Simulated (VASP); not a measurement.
Write the native input for VASP 6.6.1 that does the following.

```
Task                   : single point
Functional             : PBE
Potentials or basis    : VASP PAW PBE potentials, release 64 (Mn_pv, O)
Cutoff                 : 520 eV
k mesh                 : 6 × 6 × 10
Occupations            : fermi-dirac, width 0.05 eV
Spin                   : no spin polarisation
Dipole correction      : no
Further INCAR settings : ALGO = Normal; EDIFF = 1e-07; NBANDS = 34
```

The structure of MnO2 (Pyrolusite) lies in POSCAR:

```
MnO2
1.0
    4.3983000000      0.0000000000      0.0000000000
    0.0000000000      4.3983000000      0.0000000000
    0.0000000000      0.0000000000      2.8730000000
Mn O
2 4
Direct
    0.0000000000      0.0000000000      0.0000000000
    0.5000000000      0.5000000000      0.5000000000
    0.3051500000      0.3051500000      0.0000000000
    0.1948500000      0.8051500000      0.5000000000
    0.6948500000      0.6948500000      0.0000000000
    0.8051500000      0.1948500000      0.5000000000
```

These files were run (other wordings do the same):

INCAR

```
SYSTEM = MnO2
PREC = Accurate
ENCUT = 520
EDIFF = 1E-7
ISMEAR = -1
SIGMA = 0.05
LREAL = .False.
LASPH = .True.
NELM = 80
ALGO = Normal
ISIF = 2
LWAVE = .False.
LCHARG = .False.
GGA = PE
NBANDS = 34
```

KPOINTS

```
Automatic mesh
0
Gamma
  6 6 10
  0 0 0
```

Potentials or basis: VASP PAW PBE potentials, release 64 (Mn_pv, O).

Run with:

```console
$ cat potpaw_PBE.64/Mn_pv/POTCAR potpaw_PBE.64/O/POTCAR > POTCAR
$ mpirun -np 1 vasp_std > vasp.out
```

It gave:

The pressure is -5.1 GPa, the largest force is 0.281 eV/Å and the band gap on the k mesh is zero (band 25 reaches 5.68 eV, above the bottom of band 26 at 4.73 eV).

Caveat: the run has no spin polarisation, though such a crystal can be magnetic; semilocal functionals often make such compounds metallic where correlation or magnetic order opens a gap, which also shifts bond lengths.

Wall time 45 s on 1 thread of Intel(R) Xeon(R) Platinum 8481C CPU @ 2.70GHz (Sapphire Rapids) (shared host), peak memory 0.23 GiB.
